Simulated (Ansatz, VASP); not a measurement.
# One calculation of TiB2, two programs

File INCAR:

```
PREC = Accurate
ENCUT = 600
EDIFF = 1E-6
ISMEAR = -1
SIGMA = 0.05
LREAL = F
LASPH = T
NELM = 80
ALGO = Normal
ISIF = 3
LWAVE = F
LCHARG = F
GGA = CA
IBRION = 2
NSW = 100
EDIFFG = -0.005
```

File KPOINTS:

```
regular mesh
0
Gamma
  12 12 10
```

File POSCAR:

```
TiB2
1.0
    3.0657467113      0.0000000000      0.0000000000
   -1.5328733556      2.6550145336      0.0000000000
    0.0000000000      0.0000000000      3.2712563681
Ti B
1 2
Direct
    0.0000000000      0.0000000000      0.0000000000
    0.3333333333      0.6666666667      0.5000000000
    0.6666666667      0.3333333333      0.5000000000
```

Input for Ansatz:

```yaml
crystal:
  lattice:
    - [3.0657467113, 0.0, 0.0]
    - [-1.5328733556, 2.6550145336, 0.0]
    - [0.0, 0.0, 3.2712563681]
  atoms:
    - { symbol: Ti, position: [0.0, 0.0, 0.0] }
    - { symbol: B, position: [0.3333333333, 0.6666666667, 0.5] }
    - { symbol: B, position: [0.6666666667, 0.3333333333, 0.5] }
kpoints:
  mp_grid: { grid: [12, 12, 10] }
scf:
  occupations: { method: fermi_dirac, width: 0.05 }
hamiltonian:
  xc: lda
  pseudopotentials: { kind: all_electron, lapw: { basis_error: 0.001 } }
output:
  forces: true
  stress: true
relax:
  f_tol: 0.005
  max_steps: 80
  cell: {}
```

Alike in both runs: task relaxation of cell and atoms; functional LDA; k mesh 12 × 12 × 10; occupations fermi-dirac, width 0.05 eV; no spin polarisation.

|  | VASP | Ansatz |
| --- | --- | --- |
| version | VASP 6.6.1 | Ansatz 0.2.0 |
| potentials or method | VASP PAW LDA potentials, release 64 (Ti_sv, B), cutoff 600 eV | all-electron LAPW, scalar-relativistic |

|  | VASP | Ansatz | Ansatz less VASP |
| --- | --- | --- | --- |
| relaxed volume (Å³/atom) | 8.19 | 8.18 | -0.017 |
| relaxed length of the cell vector where the two differ most in proportion (Å) | 3.162 | 3.160 | -0.0023 |

LDA's correlation is that of Perdew and Zunger in VASP and of Perdew and Wang (1992) in Ansatz. Ansatz ran all-electron here, and VASP with PAW potentials.
